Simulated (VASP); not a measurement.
Write the native input for VASP 6.6.1 that does the following.

```
Task                   : single point
Functional             : r2SCAN
Potentials or basis    : VASP PAW PBE potentials, release 64 (Ba_sv, Ti_sv, O)
Cutoff                 : 520 eV
k mesh                 : 6 × 6 × 6
Occupations            : gaussian, width 0.05 eV
Spin                   : no spin polarisation
Dipole correction      : no
Further INCAR settings : ALGO = Normal; EDIFF = 1e-06; NBANDS = 28
```

The system is BaTiO3.

```
Ba Ti O
1.0
     2.75124    1.58843    2.48438
    -2.75124    1.58843    2.48438
     0.00000   -3.17686    2.48438
Ba Ti O
1 1 3
Cartesian
  0.0000 0.0000 0.0208
  0.0000 0.0000 3.8477
  0.0000 -1.5580 4.8686
  -1.3492 0.7790 4.8686
  1.3492 0.7790 4.8686
```

This cell differs from its parent crystal: ratio of the length along z to the lengths across it x 1.1, volume and fractional coordinates fixed.

One way to write it, as run:

POSCAR

```
BaTiO3
1.0
    2.7512432341      1.5884310218      2.4843800352
   -2.7512432341      1.5884310218      2.4843800352
    0.0000000000     -3.1768620436      2.4843800352
Ba Ti O
1 1 3
Direct
    0.0027851043      0.0027851043      0.0027851043
    0.5162478494      0.5162478494      0.5162478494
    0.4897536543      0.4897536543      0.9801597377
    0.4897536543      0.9801597377      0.4897536543
    0.9801597377      0.4897536543      0.4897536543
```

INCAR.step1

```
ALGO = Normal
EDIFF = 1E-4
ENCUT = 520
GGA = PE
ISMEAR = 0
LASPH = True
LCHARG = False
LREAL = False
LWAVE = True
NBANDS = 28
NELM = 100
PREC = Accurate
SIGMA = 0.05
```

INCAR.step2

```
ALGO = Normal
EDIFF = 1E-6
ENCUT = 520
ISIF = 2
ISMEAR = 0
ISTART = 1
LASPH = True
LCHARG = True
LELF = True
LMIXTAU = True
LREAL = False
LVHAR = True
LWAVE = False
METAGGA = R2SCAN
NBANDS = 28
NELM = 100
PREC = Accurate
SIGMA = 0.05
```

KPOINTS

```
k-points
0
Gamma
  6 6 6
```

Potentials or basis: VASP PAW PBE potentials, release 64 (Ba_sv, Ti_sv, O).

Command:

```sh
$ cat potpaw_PBE.64/Ba_sv/POTCAR potpaw_PBE.64/Ti_sv/POTCAR potpaw_PBE.64/O/POTCAR > POTCAR
$ cp INCAR.step1 INCAR
$ mpirun -np 1 vasp_std > vasp.out
$ cp INCAR.step2 INCAR
$ mpirun -np 1 vasp_std > vasp.out
```

It gave:

```
Pressure               : 3.4 GPa
Largest force          : 0.289 eV/Å
Band gap on the k mesh : 2.70 eV, indirect (least direct gap 3.00 eV)
```

Caveat: the PAW data sets were made with another functional, which shifts forces and pressure a little; spin-orbit coupling is left out, which moves the levels of the heavy elements.

Wall time 3.3 min on 1 thread of Intel(R) Xeon(R) Platinum 8488C (Sapphire Rapids), with other jobs on the host, peak memory 0.2 GiB.
